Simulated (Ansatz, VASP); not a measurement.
**AgI in VASP and in Ansatz**

Contents of INCAR:

```
PREC = Accurate ; ENCUT = 500
EDIFF = 1E-7 ; ISMEAR = -1
SIGMA = 0.05 ; LREAL = False
LASPH = True ; NELM = 120
ALGO = Normal ; ISIF = 3
LWAVE = False ; LCHARG = False
GGA = CA ; IBRION = 2
NSW = 100 ; EDIFFG = -0.002
GGA_COMPAT = False ; NELMIN = 4
```

Contents of KPOINTS:

```
Automatic mesh
0
Gamma
  8 8 4
```

File POSCAR:

```
AgI
1.0
    4.5900000000      0.0000000000      0.0000000000
   -2.2950000000      3.9750566034      0.0000000000
    0.0000000000      0.0000000000      7.5200000000
Ag I
2 2
Direct
    0.6666666667      0.3333333333      0.6300000000
    0.3333333333      0.6666666667      0.1300000000
    0.6666666667      0.3333333333      0.0000000000
    0.3333333333      0.6666666667      0.5000000000
```

Input for Ansatz:

```yaml
crystal:
  lattice:
    - [4.59000000001, 0.0, 0.0]
    - [-2.29500000001, 3.97505660338, 0.0]
    - [0.0, 0.0, 7.52]
  atoms:
    - { symbol: Ag, position: [0.666666666667, 0.333333333333, 0.63] }
    - { symbol: Ag, position: [0.333333333333, 0.666666666667, 0.13] }
    - { symbol: I, position: [0.666666666667, 0.333333333333, 0.0] }
    - { symbol: I, position: [0.333333333333, 0.666666666667, 0.5] }
kpoints:
  mp_grid: { grid: [8, 8, 4] }
scf:
  occupations: { method: fermi_dirac, width: 0.05 }
hamiltonian:
  xc: lda
  pseudopotentials: { kind: paw }
relax:
  f_tol: 0.002
  max_steps: 80
  cell: {}
output:
  forces: true
  stress: true
  write_density: true
  write_potential: true
  elf: true
  volumetric_format: npy
```

Alike in both runs: task relaxation of cell and atoms; functional LDA; k mesh 8 × 8 × 4; occupations fermi-dirac, width 0.05 eV; no spin polarisation.

```csv
,VASP,Ansatz
version,VASP 6.6.1,Ansatz 0.2.0
potentials or method,"VASP PAW LDA potentials, release 64 (Ag, I)","PAW with Ansatz's default frozen-core files, scalar-relativistic"
plane-wave cutoff (eV),500,420
valence electrons in the cell,36,72
```

```tsv
	VASP	Ansatz	Ansatz less VASP
relaxed volume (Å³/atom)	31.97	31.97	-0.002
relaxed length of the cell vector where the two differ most in proportion (Å)	7.342	7.341	-0.0010
```

LDA's correlation is that of Perdew and Zunger in VASP and of Perdew and Wang (1992) in Ansatz. VASP's potentials hold 36 valence electrons a cell and Ansatz's 72, so a difference there can come from the potentials and not from the codes.

Neither program's run includes spin-orbit coupling.
